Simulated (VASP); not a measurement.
Set up this calculation in VASP 6.6.1, as the native input.

| Quantity | Value |
| --- | --- |
| Task | relaxation of cell and atoms |
| Functional | LDA |
| Potentials or basis | VASP PAW LDA potentials, release 64 (Mo_sv, Pd_sv_GW) |
| Cutoff | 630 eV |
| k mesh | 9 × 9 × 5 |
| Occupations | fermi-dirac, width 0.1 eV |
| Spin | no spin polarisation |
| Dipole correction | no |
| Further INCAR settings | ALGO = Normal; EDIFF = 1e-07; IBRION = 2; EDIFFG = -0.02; NSW = 50; ISIF = 3 |

The structure of MoPd lies in POSCAR:

```
MoPd
1.0
    2.7938960000      0.0000000000      0.0000000000
   -1.3969480000      2.4195850000      0.0000000000
    0.0000000000      0.0000000000      4.5663710000
Mo Pd
1 1
Direct
    0.6666666667      0.3333333333      0.5000000000
    0.3333333333      0.6666666667      0.0000000000
```

The input as run:

INCAR

```
PREC = Accurate ; ENCUT = 630
EDIFF = 1E-7 ; ISMEAR = -1
SIGMA = 0.1 ; LREAL = False
LASPH = True ; NELM = 120
ALGO = Normal ; ISIF = 3
LWAVE = False ; LCHARG = False
GGA = CA ; IBRION = 2
NSW = 50 ; EDIFFG = -0.02
GGA_COMPAT = False ; NELMIN = 4
```

KPOINTS

```
Automatic mesh
0
Gamma
  9 9 5
```

Potentials or basis: VASP PAW LDA potentials, release 64 (Mo_sv, Pd_sv_GW).

Run with:

```console
$ cat potpaw_LDA.64/Mo_sv/POTCAR potpaw_LDA.64/Pd_sv_GW/POTCAR > POTCAR
$ mpirun -np 1 vasp_std > vasp.out
```

It gave:

| Item | Value |
| --- | --- |
| Relaxed volume | 14.48 Å³/atom |
| Relaxed cell | a = 2.729 Å, b = 2.729 Å, c = 4.490 Å, α = 90.00°, β = 90.00°, γ = 120.00° |
| Space group after relaxing (to 0.1 Å) | P-6m2 (No. 187) |
| Energy gained by relaxing | 45.8 meV/atom |
| Ionic steps | 6 |
| Pressure after relaxing | 0.1 GPa |
| Band gap on the k mesh | zero (bands 16 and 17 overlap by 2.03 eV) |

It took 82 s on 1 thread of AMD EPYC 9R45 96-Core Processor (Zen 5), on a shared host, peak memory 0.16 GiB.
